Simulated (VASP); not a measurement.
Set up this calculation in VASP 6.6.1, as the native input.

| Property | Result |
| --- | --- |
| Task | single point |
| Functional | PBE |
| Dispersion | D3(BJ) |
| Potentials or basis | VASP PAW PBE potentials, release 64 (Ag, I) |
| Cutoff | 520 eV |
| k mesh | 6 × 6 × 1 |
| Occupations | gaussian, width 0.1 eV |
| Spin | no spin polarisation |
| Dipole correction | yes |
| Further INCAR settings | ALGO = Normal; EDIFF = 1e-06; NBANDS = 82 |

The structure of Ag12I (Silver) lies in POSCAR:

```
Ag12I
1.0
    4.9888483875      0.0000000000      0.0000000000
   -2.4944241938      4.3204694392      0.0000000000
    0.0000000000      0.0000000000     26.0552970503
Ag I
12 1
Direct
    0.0000000000      0.3333333333      0.3262292494
    0.3333333333      0.0000000000      0.3262292494
    0.6666666667      0.6666666667      0.3262292494
    0.3333333333      0.3333333333      0.4164898087
    0.6666666667      0.0000000000      0.4164898087
    0.0000000000      0.6666666667      0.4164898087
    0.6666666667      0.3333333333      0.5067305914
    0.0000000000      0.0000000000      0.5067305914
    0.3333333333      0.6666666667      0.5056313943
   -0.0049828393      0.3283504940      0.5961176631
    0.3333333333      0.0049828393      0.5961176631
    0.6716495060      0.6666666667      0.5961176631
    0.3333333333      0.6666666667      0.6853955287
```

One way to write it, as run:

INCAR

```
PREC = Accurate
ENCUT = 520
EDIFF = 1E-6
ISMEAR = 0
SIGMA = 0.1
LREAL = F
LASPH = T
NELM = 100
ALGO = Normal
ISIF = 2
LWAVE = F
LCHARG = T
LDIPOL = T
IDIPOL = 3
DIPOL = 0.5 0.5 0.479
GGA = PE
IVDW = 12
LELF = T
LVHAR = T
LVACPOTAV = T
NBANDS = 82
```

KPOINTS

```
regular mesh
0
Gamma
  6 6 1
```

Potentials or basis: VASP PAW PBE potentials, release 64 (Ag, I).

The run is started by

```bash
$ cat potpaw_PBE.64/Ag/POTCAR potpaw_PBE.64/I/POTCAR > POTCAR
$ mpirun -np 1 vasp_std > vasp.out
```

Results of the run:

| Property | Result |
| --- | --- |
| Largest force | 0.062 eV/Å |
| Dispersion energy per atom | -0.459 eV |

Caveat: an odd number of electrons without spin polarisation forces a metal; a magnetic or distorted state may lie lower.

Wall time 15 min on 1 thread of AMD EPYC 7R13 Processor (Zen 3), with other jobs on the host, peak memory 0.77 GiB.
